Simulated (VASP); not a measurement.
The system is Li2B.

```
CELL_PARAMETERS angstrom
-1.16012 1.65279 3.47782
1.16012 -1.65279 3.47782
1.16012 1.65279 -3.47782
ATOMIC_POSITIONS crystal
Li 0.35300 0.35300 0.00000
Li 0.64700 0.64700 0.00000
B 0.00000 0.00000 0.00000
```

| Item | Value |
| --- | --- |
| Program | VASP 6.6.1 |
| Task | relaxation of cell and atoms |
| Functional | PBE |
| Potentials or basis | VASP PAW PBE potentials, release 64 (Li_sv, B) |
| Cutoff | 600 eV |
| k mesh | 8 × 8 × 8 |
| Occupations | gaussian, width 0.1 eV |
| Spin | no spin polarisation |

At the start: pressure 7.6 GPa; volume 8.89 Å³/atom.

Task: How do energy, volume and symmetry change on relaxing?

Result: Over 13 steps the energy falls by 116.8 meV/atom and the volume is 9.27 Å³/atom (+4.3 %); space group Immm (No. 71, to 0.05 Å).

The path:
| step | energy change (eV) | largest force (eV/Å) | pressure (GPa) | volume (Å³) |
| --- | --- | --- | --- | --- |
| 1 | 0.0000 | 0.5886 | 7.64 | 26.67 |
| 2 | -0.1527 | 0.1425 | 2.14 | 28.32 |
| 3 | -0.1740 | 0.4697 | -4.59 | 31.31 |
| 4 | -0.2013 | 0.2708 | -2.21 | 30.06 |
| 5 | -0.2609 | 0.2250 | -2.79 | 29.97 |
| 6 | -0.2631 | 0.0029 | -3.77 | 29.39 |
| 7 | -0.3097 | 0.1185 | -3.17 | 29.77 |
| 8 | -0.3108 | 0.0990 | -3.18 | 29.73 |
| 9 | -0.3419 | 0.1224 | -0.85 | 28.38 |
| 10 | -0.3433 | 0.1776 | -0.22 | 28.06 |
| 11 | -0.3480 | 0.1015 | 0.05 | 27.89 |
| 12 | -0.3494 | 0.0234 | 0.36 | 27.71 |
| 13 | -0.3504 | 0.0090 | -0.02 | 27.82 |

Final structure:
```
Li B
1.0
    -1.03644    1.89305    3.54438
     1.03644   -1.89305    3.54438
     1.03644    1.89305   -3.54438
Li B
2 1
Direct
  0.34335 0.34335 0.00000
  0.65665 0.65665 0.00000
  0.00000 0.00000 0.00000
```

Caveat: the k points lie up to 0.43 Å⁻¹ apart in the final cell; the cutoff is under 1.25 times the usual one of these potentials, so pressure, stress and relaxed cells hold a basis-set (Pulay) error.
